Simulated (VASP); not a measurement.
# TaN (P-6m2) in VASP: vibrations by perturbation theory with PBEsol

Aim: the vibrations by perturbation theory of TaN with PBEsol.

Program: VASP 6.6.1. These are calculated values, not measurements. Logs are shortened: lines on timing, memory, paths and dates and some standing lists are left out, and cuts for length are marked.

## Step 1: The cell of the first run

It takes space group P-6m2 (No. 187, hexagonal). The conventional cell has a = 2.938 Å, b = 2.938 Å, c = 2.883 Å, α = 90.00°, β = 90.00°, γ = 120.00°. Within 3.0 Å of Ta (site symmetry -6m2) lie 6 N at 2.23 Å and 8 Ta at 2.88 to 2.94 Å. Within 3.0 Å of N (site symmetry -6m2) lie 6 Ta at 2.23 Å and 8 N at 2.88 to 2.94 Å.

## Step 2: Vibrations by perturbation theory, PBEsol

File INCAR:

```
PREC     = Accurate       # precision mode
ENCUT    = 520            # plane-wave cutoff, eV
EDIFF    = 1E-8           # SCF threshold, eV
ISMEAR   = -1             # smearing method
SIGMA    = 0.05           # smearing width, eV
LREAL    = False          # projectors in reciprocal space
LASPH    = True           # aspherical terms in the spheres
NELM     = 100            # most SCF steps
ALGO     = Normal         # electronic algorithm
ISIF     = 2              # what is computed and relaxed
LWAVE    = False          # write WAVECAR
LCHARG   = False          # write CHGCAR
GGA      = PS             # functional
IBRION   = 8              # ionic algorithm
NSW      = 1              # ionic steps
```

File KPOINTS:

```
regular mesh
0
Gamma
  12 12 10
```

File POSCAR:

```
TaN
1.0
    2.9380000000      0.0000000000      0.0000000000
   -1.4690000000      2.5443800000      0.0000000000
    0.0000000000      0.0000000000      2.8830000000
Ta N
1 1
Direct
    0.3333333333      0.6666666667      0.5000000000
    0.0000000000      0.0000000000      0.0000000000
```

Potentials or basis: VASP PAW PBE potentials, release 64 (Ta_pv, N).

Run with:

```sh
$ cat potpaw_PBE.64/Ta_pv/POTCAR potpaw_PBE.64/N/POTCAR > POTCAR
$ mpirun -np 1 vasp_std > vasp.out
```

OUTCAR:

```text
PREC = Accurate
   ENCUT = 520
   EDIFF = 1E-8
   ISMEAR = -1
   LREAL = False
   LASPH = True
   NELM = 100
   ISIF = 2
   GGA = PS
   IBRION = 8
   NSW = 1

 ion  position               nearest neighbor table
   1  0.333  0.667  0.500-   2 2.23   2 2.23   2 2.23   2 2.23   2 2.23   2 2.23
   2  0.000  0.000  0.000-   1 2.23   1 2.23   1 2.23   1 2.23   1 2.23   1 2.23

  LATTYP: Found a hexagonal cell.
 ALAT       =     2.9380000000
 C/A-ratio  =     0.9812797822

  Lattice vectors:

 A1 = (   2.9380000000,   0.0000000000,   0.0000000000)
 A2 = (  -1.4690000000,   2.5443800000,   0.0000000000)
 A3 = (   0.0000000000,   0.0000000000,   2.8830000000)

Analysis of symmetry for initial positions (statically):
=====================================================================
 Subroutine PRICEL returns:
 Original cell was already a primitive cell.

 Routine SETGRP: Setting up the symmetry group for a
 hexagonal supercell.

 Subroutine GETGRP returns: Found 12 space group operations
 (whereof 12 operations were pure point group operations)
 out of a pool of 24 trial point group operations.

The static configuration has the point symmetry D_3h.

Analysis of symmetry for dynamics (positions and initial velocities):
=====================================================================
 Subroutine PRICEL returns:
 Original cell was already a primitive cell.

 Routine SETGRP: Setting up the symmetry group for a
 hexagonal supercell.

 Subroutine GETGRP returns: Found 12 space group operations
 (whereof 12 operations were pure point group operations)
 out of a pool of 24 trial point group operations.

The dynamic configuration has the point symmetry D_3h.

 Subroutine INISYM returns: Found 12 space group operations
 (whereof 12 operations are pure point group operations),
 and found     1 'primitive' translations

----------------------------------------------------------------------------------------

                                     Primitive cell

  volume of cell :      21.5515

  direct lattice vectors                    reciprocal lattice vectors
     2.938000000  0.000000000  0.000000000     0.340367597  0.196511527  0.000000000
    -1.469000000  2.544380000  0.000000000     0.000000000  0.393023055  0.000000000
     0.000000000  0.000000000  2.883000000     0.000000000  0.000000000  0.346860909

  length of vectors
     2.938000000  2.937997717  2.883000000     0.393022749  0.393023055  0.346860909

  position of ions in fractional coordinates (direct lattice)
     0.333333333  0.666666667  0.500000000
     0.000000000  0.000000000  0.000000000

  ion indices of the primitive-cell ions
   primitive index   ion index
                 1           1
                 2           2

----------------------------------------------------------------------------------------

 KPOINTS: regular mesh

Automatic generation of k-mesh.
 Grid dimensions read from file:
 generate k-points for:   12   12   10

 Generating k-lattice:

  Cartesian coordinates                     Fractional coordinates (reciprocal lattice)
     0.028363966  0.016375961  0.000000000     0.083333333  0.000000000  0.000000000
     0.000000000  0.032751921  0.000000000     0.000000000  0.083333333  0.000000000
     0.000000000  0.000000000  0.034686091     0.000000000  0.000000000  0.100000000

  Length of vectors
     0.032751896  0.032751921  0.034686091

  Shift w.r.t. Gamma in fractional coordinates (k-lattice)
     0.000000000  0.000000000  0.000000000

 Subroutine IBZKPT returns following result:
 ===========================================

 Found    114 irreducible k-points:

 Following reciprocal coordinates:
            Coordinates               Weight
  0.000000  0.000000  0.000000      1.000000
  0.083333  0.000000  0.000000      6.000000
  0.166667  0.000000  0.000000      6.000000
  0.250000  0.000000  0.000000      6.000000
  0.333333  0.000000  0.000000      6.000000
  0.416667  0.000000  0.000000      6.000000
[... 16 lines left out ...]
  0.250000  0.000000  0.100000     12.000000
  0.333333  0.000000  0.100000     12.000000
 [... further k-points ...]
   k-points           NKPTS =    114   k-points in BZ     NKDIM =    114   number of bands    NBANDS=     12
   number of dos      NEDOS =    301   number of ions     NIONS =      2
[... 19 lines left out ...]
   NSW    =      1    number of steps for IOM
   IBRION =      8    ionic relax: 0-MD 1-quasi-New 2-CG
   NFREE  =      0    steps in history (QN), initial steepest desc. (CG)
   ISIF   =      2    stress and relaxation
   ISYM   =      2    0-nonsym 1-usesym 2-fastsym
   POTIM  = 0.5000    time-step for ionic-motion
   TEBEG  =    0.0;   TEEND  =   0.0 temperature during run
   PSTRESS=    0.0 pullay stress
   NELECT =      16.0000    total number of electrons
   NUPDOWN=      -1.0000    fix difference up-down
   EMIN   =  10.00;   EMAX   =-10.00  energy-range for DOS
   EFERMI =   0.00;   METHOD = LEGACY
   ISMEAR =    -1;   SIGMA  =   0.05  broadening in eV -4-tet -1-fermi 0-gaus
   EFERMI_NEDOS =   21; number of points for ismear=-14 and -15
   IALGO  =     38    algorithm
   IMIX   =      4    mixing-type and parameters
     AMIX     =   0.40;   BMIX     =  1.00
     AMIX_MAG =   1.60;   BMIX_MAG =  1.00
  volume/ion in A,a.u.               =      10.78        72.72
  Fermi-wavevector in a.u.,A,eV,Ry     =   1.482366  2.801265 29.897552  2.197408
  Thomas-Fermi vector in A             =   2.596161
   LORBIT       =      0    0 simple, 1 ext, 2 COOP (PROOUT), +10 PAW based schemes
   GGA     = PS    functional components
   LHFCALC =     F    Hartree Fock is set to
   AEXX    =    0.0000 exact exchange contribution
   IVDW    =     0    specifies the selected vdW correction
   LEPSILON=     F    determine dielectric tensor
   LRPA    =     F    only Hartree local field effects (RPA)
 non-spin polarized calculation
  energy-cutoff  :      520.00
  volume of cell :       21.55
 maximum number of plane-waves:       599
 NGX is ok and might be reduce to    24
   NGX = 11   NGY = 11   NGZ = 11

--------------------------------------- Ionic step        1  -------------------------------------------

 number of electron      16.0000001 magnetization

 Free energy of the ion-electron system (eV)
  ---------------------------------------------------
  ext. energy  EPLUGINS =         0.00000000
  ---------------------------------------------------
  free energy    TOTEN  =       -23.80343128 eV

  energy without entropy =      -23.80284101  energy(sigma->0) =      -23.80313615

 E-fermi :   8.1435     XC(G=0): -13.5052

 val. band max:        8.0732899258   @ k =   0.0000   0.0000   0.4000
 cond. band min:       8.2336808055   @ k =   0.0833   0.0000   0.5000
 fundamental gap:      0.1603908797
 Fermi energy:         8.1434876603

 k-point     1 :       0.0000    0.0000    0.0000
  band No.  band energies     occupation
      1     -26.6874      2.00000
      2     -26.4203      2.00000
      3     -26.4203      2.00000
      4      -9.6447      2.00000
      5       3.5292      2.00000
      6       3.5292      2.00000
      7       3.8662      2.00000
      8       5.1827      2.00000
      9      10.3065      0.00000
     10      11.6902      0.00000
     11      11.6902      0.00000
     12      12.0714      0.00000
[... 331 lines left out ...]
 k-point    24 :       0.3333    0.0000    0.1000
  band No.  band energies     occupation
      1     -27.2025      2.00000
      2     -26.6640      2.00000
      3     -26.5885      2.00000
      4      -7.8811      2.00000
      5       0.5201      2.00000
      6       3.0589      2.00000
      7       4.4399      2.00000
      8       5.3761      2.00000
      9      10.7509      0.00000
     10      11.0537      0.00000
     11      12.6326      0.00000
     12      13.1104      0.00000

 [... further k-points ...]
[... 5 lines left out ...]
  --------------------------------------------------------------------------------------
  -------------------------------------------------------------------------------------
  Total       -0.5439786     -0.5439775     -0.5581782      0.0000000      0.0000000      0.0000000
  in kB      -40.4402681    -40.4401843    -41.4958834      0.0000000      0.0000000      0.0000000
  external PRESSURE =     -40.7921119 kB  Pullay stress =       0.0000000 kB

 VOLUME and BASIS-vectors are now :
 -----------------------------------------------------------------------------
  energy-cutoff  :      520.00
  volume of cell :       21.55
      direct lattice vectors                 reciprocal lattice vectors
     2.938000000  0.000000000  0.000000000     0.340367597  0.196511527  0.000000000
    -1.469000000  2.544380000  0.000000000     0.000000000  0.393023055  0.000000000
     0.000000000  0.000000000  2.883000000     0.000000000  0.000000000  0.346860909

 POSITION                                       TOTAL-FORCE (eV/Angst)
 -----------------------------------------------------------------------------------
     -0.00000      1.69625      1.44150        -0.000000      0.000000      0.000000
      0.00000      0.00000      0.00000         0.000000     -0.000000      0.000000
 -----------------------------------------------------------------------------------
    total drift:                                0.000000     -0.000036     -0.000000

  FREE ENERGIE OF THE ION-ELECTRON SYSTEM (eV)
  ---------------------------------------------------
  free  energy   TOTEN  =       -23.8034312819 eV

  energy  without entropy=      -23.8028410121  energy(sigma->0) =      -23.80313615

[... ionic steps 2 to 3 ...]

--------------------------------------- Ionic step        4  -------------------------------------------

------------------------ aborting loop because EDIFF is reached ----------------------------------------
[... 11 lines left out ...]
[... ionic steps 8 to 8 ...]

--------------------------------------- Ionic step        9  -------------------------------------------

 Free energy of the ion-electron system (eV)
  ---------------------------------------------------
  ---------------------------------------------------
  free energy    TOTEN  =        -0.23299170 eV

  energy without entropy =       -0.23299170

------------------------ aborting loop because EDIFF is reached ----------------------------------------

 INTERNAL STRAIN TENSOR  FOR ION    2  DIRECTION 3   (eV/Angst):
 -----------------------------------------------------------------------------
     0.00174 -0.00000  0.00000
    -0.00000  0.00174  0.00000
     0.00000  0.00000  0.00946

 INTERNAL STRAIN TENSOR FOR ION    2 for displacements in x,y,z  (eV/Angst):
          X           Y           Z          XY          YZ          ZX
  --------------------------------------------------------------------------------
  x     0.00000     0.00000     0.00000    -1.63091     0.00000     0.00000
  y    -1.63091     1.63091     0.00000     0.00000     0.00000     0.00000
  z     0.00000     0.00000     0.00000     0.00000     0.00000     0.00000

 SECOND DERIVATIVES (NOT SYMMETRIZED)
 ------------------------------------
               1X          1Y          1Z          2X          2Y          2Z
  1X   -13.066697    0.000000    0.000000   13.066697   -0.000000    0.000000
  1Y     0.000000  -13.066670    0.000000    0.000000   13.066670    0.000000
  1Z     0.000000    0.000000  -13.961533    0.000000   -0.000000   13.961533
  2X    13.064849   -0.000000    0.000000  -13.064849    0.000000    0.000000
  2Y     0.000000   13.064822    0.000000    0.000000  -13.064822    0.000000
  2Z     0.000000    0.000000   13.955033    0.000000    0.000000  -13.955033

 Eigenvectors and eigenvalues of the dynamical matrix
 ----------------------------------------------------

   1 f  =   16.200466 THz   101.790532 2PiTHz  540.389387 cm-1    66.999715 meV
             X         Y         Z           dx          dy          dz
     -0.000000  1.696253  1.441500     0.000000    0.000000   -0.268048
      0.000000  0.000000  0.000000     0.000000   -0.000000    0.963406
[... 21 lines left out ...]
   6 f/i=    0.000974 THz     0.006120 2PiTHz    0.032489 cm-1     0.004028 meV
             X         Y         Z           dx          dy          dz
     -0.000000  1.696253  1.441500    -0.000000   -0.000000    0.963406
      0.000000  0.000000  0.000000    -0.000000   -0.000000    0.268048

--------------------------------------------------------------------------------------------------------

 ELASTIC MODULI CONTR FROM IONIC RELAXATION (kBar)
 Direction    XX          YY          ZZ          XY          YZ          ZX
 --------------------------------------------------------------------------------
 XX          -6.1844      6.1844      0.0000      0.0000      0.0000      0.0000
 YY           6.1844     -6.1843      0.0000     -0.0000      0.0000      0.0000
 ZZ           0.0000      0.0000      0.0000      0.0000      0.0000      0.0000
 XY           0.0000     -0.0000      0.0000     -6.1844      0.0000      0.0000
 YZ           0.0000      0.0000      0.0000      0.0000      0.0000      0.0000
 ZX           0.0000      0.0000      0.0000      0.0000      0.0000      0.0000
 --------------------------------------------------------------------------------
```

It took 13 min on 1 thread of Intel Xeon 8259CL, shared host; peak memory 0.39 GiB.

What came out:

| Property | Result |
| --- | --- |
| Highest phonon frequency at Γ | 540 cm⁻¹ |

Phonon frequencies in cm⁻¹ (negative: imaginary):
```csv
q point,frequencies
"(0.000, 0.000, 0.000)",0 0 0 523 523 540
```

Caveat: the cell stands under pressure or tension, which shifts response properties; the PAW data sets were made with another functional, which shifts forces and pressure a little; spin-orbit coupling is left out, which moves the levels of the heavy elements.
